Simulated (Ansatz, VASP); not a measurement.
Two plane-wave programs on CrB2

```
Cr B
1.0
     2.94611    0.00000    0.00000
    -1.47306    2.55141    0.00000
     0.00000    0.00000    2.86304
Cr B
1 2
Direct
  0.00000 0.00000 0.00000
  0.33333 0.66667 0.50000
  0.66667 0.33333 0.50000
```

Alike in both runs: functional LDA; k mesh 18 × 18 × 14; occupations fermi-dirac, width 0.15 eV; no spin polarisation.

Ansatz relaxed the structure, and its values are those at the end. VASP's run is a single point on that final structure, the one shown.

|  | VASP | Ansatz |
| --- | --- | --- |
| version | VASP 6.6.1 | Ansatz 0.2.0 |
| potentials or method | VASP PAW LDA potentials, release 64 (Cr_pv, B), cutoff 520 eV | scalar-relativistic, plane waves, PAW |
| valence electrons in the cell | 18 | 20 |

```tsv
	VASP	Ansatz	Ansatz less VASP
gap on the k mesh at the Fermi level (eV)	none	none	-
pressure (GPa)	0.5	0.0	-0.48
```

LDA's correlation is that of Perdew and Zunger in VASP and of Perdew and Wang (1992) in Ansatz. A gap of «none» marks a metal or a gap that the smearing closes. VASP's potentials hold 18 valence electrons a cell and Ansatz's 20, so a difference there can come from the potentials and not from the codes.
